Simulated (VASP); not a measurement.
Set up this calculation in VASP 6.6.1, as the native input.

| Item | Value |
| --- | --- |
| Task | single point |
| Functional | PBE |
| Potentials or basis | VASP PAW PBE potentials, release 64 (Fe, O) |
| Cutoff | 520 eV |
| k mesh | 14 × 14 × 14 |
| Occupations | gaussian, width 0.05 eV |
| Spin | no spin polarisation |
| Dipole correction | no |
| Further INCAR settings | ALGO = Normal; EDIFF = 1e-07; NBANDS = 14 |

The structure of FeO (Wuestite) lies in POSCAR:

```
FeO
1.0
    0.0000000000      2.0451956301      2.0451956301
    2.0451956301      0.0000000000      2.0451956301
    2.0451956301      2.0451956301      0.0000000000
Fe O
1 1
Direct
    0.0000000000      0.0000000000      0.0000000000
    0.5000000000      0.5000000000      0.5000000000
```

The input as run:

INCAR

```
SYSTEM = FeO
PREC     = Accurate       ! precision mode
ENCUT    = 520            ! plane-wave cutoff, eV
EDIFF    = 1E-7           ! SCF threshold, eV
ISMEAR   = 0              ! smearing method
SIGMA    = 0.05           ! smearing width, eV
LREAL    = .FALSE.        ! projectors in reciprocal space
LASPH    = .TRUE.         ! aspherical terms in the spheres
NELM     = 60             ! most SCF steps
ALGO     = Normal         ! electronic algorithm
ISIF     = 2              ! what is computed and relaxed
LWAVE    = .FALSE.        ! write WAVECAR
LCHARG   = .TRUE.         ! write CHGCAR
GGA      = PE             ! functional
LELF     = .TRUE.         ! ELF
LVHAR    = .TRUE.       
NBANDS   = 14             ! bands
```

KPOINTS

```
Automatic mesh
0
G
  14 14 14
  0 0 0
```

Potentials or basis: VASP PAW PBE potentials, release 64 (Fe, O).

Launch:

```sh
$ cat potpaw_PBE.64/Fe/POTCAR potpaw_PBE.64/O/POTCAR > POTCAR
$ mpirun -np 1 vasp_std > vasp.out
```

It gave:

- Pressure: 1.2 GPa
- Band gap on the k mesh: zero (band 7 reaches 7.45 eV, above the bottom of band 8 at 6.35 eV)

Caveat: the run has no spin polarisation, though such a crystal can be magnetic; semilocal functionals often make such compounds metallic where correlation or magnetic order opens a gap, which also shifts bond lengths.

It took 27 s on 1 thread of AMD EPYC 7R43 64-Core Processor (Zen 3) (shared host), peak memory 0.12 GiB.
